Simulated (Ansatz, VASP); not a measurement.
**GaSb in VASP and in Ansatz**

```
CELL_PARAMETERS angstrom
0.00000 3.08929 3.08929
3.08929 0.00000 3.08929
3.08929 3.08929 0.00000
ATOMIC_POSITIONS crystal
Ga 0.00000 0.00000 0.00000
Sb 0.75000 0.75000 0.75000
```

Change from the starting cell: volume scaled by 1.03.

Alike in both runs: task single point; functional PBE; k mesh 9 × 9 × 9; occupations fermi-dirac, width 0.05 eV; no spin polarisation.

```csv
,VASP,Ansatz
version,VASP 6.6.1,Ansatz 0.2.0
potentials or method,"VASP PAW PBE potentials, release 64 (Ga_d, Sb), cutoff 520 eV","all-electron LAPW, scalar-relativistic"
```

```csv
,VASP,Ansatz,Ansatz less VASP
pressure (GPa),0.9,0.8,-0.06
```

Ansatz ran all-electron here, and VASP with PAW potentials.

Spin-orbit coupling is off throughout.
